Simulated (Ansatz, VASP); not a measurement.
## SiGe5 in VASP and in Ansatz

```
Si Ge
1.0
     4.03508    0.00000    0.00000
    -2.01754    3.49448    0.00000
     0.00000    0.00000   19.77475
Si Ge
2 10
Direct
  0.33333 0.66667 0.01834
  0.66667 0.33333 0.98166
  0.66667 0.33333 0.85865
  0.33333 0.66667 0.14135
  0.00000 0.00000 0.81583
  0.00000 0.00000 0.69002
  0.00000 0.00000 0.18417
  0.00000 0.00000 0.30998
  0.33333 0.66667 0.52138
  0.66667 0.33333 0.47862
  0.66667 0.33333 0.35269
  0.33333 0.66667 0.64731
```

Alike in both runs: functional PBE; k mesh 12 × 12 × 2; occupations gaussian, width 0.1 eV; no spin polarisation.

Ansatz relaxed the structure, and its values are those at the end. VASP's run is a single point on that final structure, the one shown.

|  | VASP | Ansatz |
| --- | --- | --- |
| version | VASP 6.6.1 | Ansatz 0.2.0 |
| potentials or method | VASP PAW PBE potentials, release 64 (Si, Ge_d), cutoff 520 eV | scalar-relativistic, plane waves, PAW |
| valence electrons in the cell | 148 | 148 |

|  | VASP | Ansatz | Ansatz less VASP |
| --- | --- | --- | --- |
| gap on the k mesh at the Fermi level (eV) | none | none | - |
| pressure (GPa) | 0.0 | 0.0 | +0.04 |
| rms of the force components (eV/Å) | 0.003 | 0.003 | -0.0004 |

A gap of «none» marks a metal or a gap that the smearing closes. The functional is the same, so the differences come from potentials, cutoffs and numerics.
